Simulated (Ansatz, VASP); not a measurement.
**Ta2Se: VASP beside Ansatz**

```xyz
6
Lattice="3.3360 0.0000 0.0000 0.0000 3.3360 0.0000 0.0000 0.0000 9.6778" Properties=species:S:1:pos:R:3 pbc="T T T"
Ta    1.6680    0.0000    7.3156
Ta    0.0000    1.6680    2.3621
Ta    1.6680    0.0000    0.7411
Ta    0.0000    1.6680    8.9366
Se    1.6680    0.0000    3.5479
Se    0.0000    1.6680    6.1299
```

Alike in both runs: functional LDA; k mesh 10 × 10 × 4; occupations gaussian, width 0.1 eV; no spin polarisation.

Ansatz relaxed the structure, and its values are those at the end. VASP's run is a single point on that final structure, the one shown.

|  | VASP | Ansatz |
| --- | --- | --- |
| version | VASP 6.6.1 | Ansatz 0.2.0 |
| potentials or method | VASP PAW LDA potentials, release 64 (Ta_pv, Se), cutoff 520 eV | scalar-relativistic, plane waves, PAW |
| valence electrons in the cell | 56 | 84 |

```tsv
	VASP	Ansatz	Ansatz less VASP
gap on the k mesh at the Fermi level (eV)	none	none	-
pressure (GPa)	0.8	0.0	-0.82
rms of the force components (eV/Å)	0.021	0.001	-0.0203
```

LDA's correlation is that of Perdew and Zunger in VASP and of Perdew and Wang (1992) in Ansatz. A gap of «none» marks a metal or a gap that the smearing closes. VASP's potentials hold 56 valence electrons a cell and Ansatz's 84, so a difference there can come from the potentials and not from the codes.

Spin-orbit coupling is off throughout.
